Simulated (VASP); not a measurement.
Runs of VASP 6.6.1 on CaC2. The structure is that of space group I4/mmm (No. 139), or close to it. The cells are those of the table. 

| cell | gap on the mesh (eV) | pressure (GPa) | largest force (eV/Å) |
| --- | --- | --- | --- |
| a = 4.053 Å, angles 124.8, 124.8, 81.9°, 3 atoms | (b) | 6.5 | 2.52 |
| a = 4.192 Å, angles 128.2, 128.2, 76.3°, 3 atoms | 0.37 | -5.8 | 3.69 |
| a = 4.131 Å, angles 127.3, 127.3, 77.7°, 3 atoms | (a) | -1.6 | 2.02 |
| a = 3.994 Å, angles 123.9, 123.9, 83.4°, 3 atoms | 1.00 | 14.0 | 5.43 |
| a = 4.028 Å, angles 127.4, 127.4, 77.6°, 3 atoms | 0.25 | 8.0 | 0.07 |

Alike in all rows: task single point; level LDA; potentials or basis VASP PAW LDA potentials, release 64 (Ca_sv, C); no spin polarisation; k mesh 10 × 10 × 10; cutoff (eV) 600; smearing gaussian 0.05 eV.

**Question.** Fill in the values left out.

**Answer.** (a) 0.47; (b) 0.94.

Caveats: forces of over 1 eV/Å act on the atoms, so gaps and moduli don't describe the material at rest (at least some runs); the stress differs along the axes, from 0 to 18 GPa (at least some runs); the stress differs along the axes, from -25 to 4 GPa (at least some runs); the stress differs along the axes, from -14 to 4 GPa (at least some runs); the stress differs along the axes, from 1 to 41 GPa (at least some runs); the stress differs along the axes, from 2 to 11 GPa (at least some runs).

A k mesh can miss the band edges.
